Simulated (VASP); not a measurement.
Wanted: the native input for a VASP 6.6.1 run.

```
Task                   : relaxation of cell and atoms
Functional             : LDA
Potentials or basis    : VASP PAW LDA potentials, release 64 (B, N)
Cutoff                 : 600 eV
k mesh                 : 10 × 10 × 10
Occupations            : gaussian, width 0.1 eV
Spin                   : no spin polarisation
Dipole correction      : no
Further INCAR settings : ALGO = Normal; EDIFF = 1e-07; IBRION = 2; EDIFFG = -0.05; NSW = 100; ISIF = 3
```

The structure of BN (ke600) lies in POSCAR:

```
BN
1.0
    0.0000000000      1.8130010000      1.8130010000
    1.8130010000      0.0000000000      1.8130010000
    1.8130010000      1.8130010000      0.0000000000
B N
1 1
Direct
    0.0000000000      0.0000000000      0.0000000000
    0.2500000000      0.2500000000      0.2500000000
```

One way to write it, as run:

INCAR

```
SYSTEM = BN
ALGO     = Normal         ! electronic algorithm
EDIFF    = 1E-7           ! SCF threshold, eV
EDIFFG   = -0.05          ! ionic threshold
ENCUT    = 600            ! plane-wave cutoff, eV
GGA      = CA             ! functional
IBRION   = 2              ! ionic algorithm
ISIF     = 3              ! what is computed and relaxed
ISMEAR   = 0              ! smearing method
LASPH    = .True.         ! aspherical terms in the spheres
LCHARG   = .False.        ! write CHGCAR
LREAL    = .False.        ! projectors in reciprocal space
LWAVE    = .False.        ! write WAVECAR
NELM     = 100            ! most SCF steps
NSW      = 100            ! ionic steps
PREC     = Accurate       ! precision mode
SIGMA    = 0.1            ! smearing width, eV
```

KPOINTS

```
k-points
0
Gamma
  10 10 10
  0 0 0
```

Potentials or basis: VASP PAW LDA potentials, release 64 (B, N).

Run with:

```bash
$ cat potpaw_LDA.64/B/POTCAR potpaw_LDA.64/N/POTCAR > POTCAR
$ mpirun -np 1 vasp_std > vasp.out
```

It gave:

```json
{"Relaxed volume": "5.75 Å³/atom", "Relaxed cell": "a = 2.533 Å, b = 2.533 Å, c = 2.533 Å, α = 60.00°, β = 60.00°, γ = 60.00°", "Space group after relaxing (to 0.05 Å)": "F-43m (No. 216)", "Energy gained by relaxing": "9.2 meV/atom", "Ionic steps": "3", "Pressure after relaxing": "-0.1 GPa", "Band gap on the k mesh": "4.38 eV, indirect (least direct gap 8.81 eV)"}
```

Wall time 6.5 s on 1 thread of Intel(R) Xeon(R) Platinum 8488C (Sapphire Rapids), with other jobs on the host, peak memory 0.11 GiB.
